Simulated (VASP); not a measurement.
Here is a VASP 6.6.1 calculation.

File INCAR:

```
  PREC = Accurate
  ENCUT = 520
  EDIFF = 1E-7
  ISMEAR = 0
  SIGMA = 0.05
  LREAL = False
  LASPH = True
  NELM = 60
  ALGO = Normal
  ISIF = 2
  LWAVE = False
  LCHARG = False
  GGA = PE
  NBANDS = 24
```

Contents of KPOINTS:

```
Automatic mesh
0
Gamma
  8 8 8
```

The input POSCAR:

```
LaB6
1.0
    4.1270868463      0.0000000000      0.0000000000
    0.0000000000      4.1270868463      0.0000000000
    0.0000000000      0.0000000000      4.1270868463
La B
1 6
Direct
    0.0000000000      0.0000000000      0.0000000000
    0.1995721403      0.5000000000      0.5000000000
    0.8004278597      0.5000000000      0.5000000000
    0.5000000000      0.5000000000      0.1995721403
    0.5000000000      0.5000000000      0.8004278597
    0.5000000000      0.1995721403      0.5000000000
    0.5000000000      0.8004278597      0.5000000000
```

Potentials or basis: VASP PAW PBE potentials, release 64 (La, B).

Launch:

```bash
$ cat potpaw_PBE.64/La/POTCAR potpaw_PBE.64/B/POTCAR > POTCAR
$ mpirun -np 1 vasp_std > vasp.out
```

What does it give for the band gap on the k mesh?

Zero (an odd number of electrons rules out a gap without spin polarisation).

Predict the pressure.

3.5 GPa.

Forces on the atoms (eV/Å):
```
La   0.000  0.000  0.000
B   -0.017  0.000  0.000
B    0.017  0.000  0.000
B    0.000  0.000 -0.017
B    0.000  0.000  0.017
B    0.000 -0.017  0.000
B    0.000  0.017  0.000
```

Caveat: the cell stands under pressure; spin-orbit coupling is left out, which moves the levels of the heavy elements.
